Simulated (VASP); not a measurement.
Here is a VASP 6.6.1 calculation.

The input INCAR:

```
PREC = Accurate ; ENCUT = 520
EDIFF = 1E-6 ; ISMEAR = 0
SIGMA = 0.02 ; LREAL = False
LASPH = True ; NELM = 80
ALGO = Normal ; ISIF = 2
LWAVE = False ; LCHARG = False
GGA = PE ; NBANDS = 61
```

Contents of KPOINTS:

```
Automatic mesh
0
Gamma
  6 6 4
```

The input POSCAR:

```
AlGa5P6
1.0
    6.7256189159      0.0000000000      0.0000000000
   -3.3628094579      5.8245568373      0.0000000000
    0.0000000000      0.0000000000      6.3939331215
Al Ga P
1 5 6
Direct
    0.0000000000      0.0000000000      0.4992169850
    0.3333333333      0.6666666667      0.4999590524
    0.6666666667      0.3333333333      0.4999590524
    0.0000000000      0.6666391429      0.0001437978
    0.6666391429      0.0000000000      0.0001437978
    0.3333608571      0.3333608571      0.0001437978
    0.3333333333      0.6666666667      0.8742551010
    0.0000000000      0.0000000000      0.8730111110
    0.6666666667      0.3333333333      0.8742551010
    0.0000000000      0.6669665478      0.3743040881
    0.6669665478      0.0000000000      0.3743040881
    0.3330334522      0.3330334522      0.3743040881
```

Potentials or basis: VASP PAW PBE potentials, release 64 (Al, Ga_d, P).

The run is started by

```console
$ cat potpaw_PBE.64/Al/POTCAR potpaw_PBE.64/Ga_d/POTCAR potpaw_PBE.64/P/POTCAR > POTCAR
$ mpirun -np 1 vasp_std > vasp.out
```

Task: What does it give for the largest force?

Result: 0.006 eV/Å.

Task: Estimate the pressure.

Result: 0.0 GPa.

Task: What does it give for the band gap on the k mesh?

Result: 1.40 eV.

Forces in eV/Å, atoms in the order of the input:
```
Al   0.000  0.000  0.001
Ga   0.000  0.000 -0.002
Ga   0.000  0.000 -0.002
Ga   0.000 -0.001 -0.001
Ga  -0.001  0.000 -0.001
Ga   0.000  0.001 -0.001
P    0.000  0.000  0.002
P    0.000  0.000 -0.005
P    0.000  0.000  0.002
P   -0.003  0.004  0.003
P    0.005  0.000  0.003
P   -0.003 -0.004  0.003
```

A k mesh can miss the band edges.
